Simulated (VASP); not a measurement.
The system is CoO.

```
CELL_PARAMETERS angstrom
2.66125 0.00000 0.00000
0.00000 2.66125 0.00000
0.00000 0.00000 2.66125
ATOMIC_POSITIONS crystal
Co 0.00000 0.00000 0.00000
O 0.50000 0.50000 0.50000
```

```yaml
Program: VASP 6.6.1
Task: relaxation of cell and atoms
Functional: PBE
Potentials_or_basis: VASP PAW PBE potentials, release 64 (Co_sv, O)
Cutoff: 700 eV
k_mesh: 10 × 10 × 10
Occupations: gaussian, width 0.02 eV
Spin: no spin polarisation
Hubbard_terms: Co d U = 3.32 eV
```

At the start: pressure -20.5 GPa; volume 9.42 Å³/atom.

Question: Where does the relaxation end?

Answer: Over 3 steps the energy falls by 75.1 meV/atom and the volume is 8.37 Å³/atom (-11.2 %); space group Pm-3m (No. 221, to 0.1 Å) before and after.

Step by step:
```tsv
step	energy change (eV)	largest force (eV/Å)	pressure (GPa)	volume (Å³)
1	0.0000	0.0000	-20.51	18.85
2	-0.1051	0.0000	15.46	15.75
3	-0.1502	0.0000	-0.07	16.74
```

Final structure:
```
Co O
1.0
     2.55805    0.00000    0.00000
     0.00000    2.55805    0.00000
     0.00000    0.00000    2.55805
Co O
1 1
Direct
  0.00000 0.00000 0.00000
  0.50000 0.50000 0.50000
```

Caveat: an odd number of electrons without spin polarisation forces a metal; a magnetic or distorted state may lie lower; the run has no spin polarisation, though such a crystal can be magnetic; U without spin polarisation on a metal has little footing.
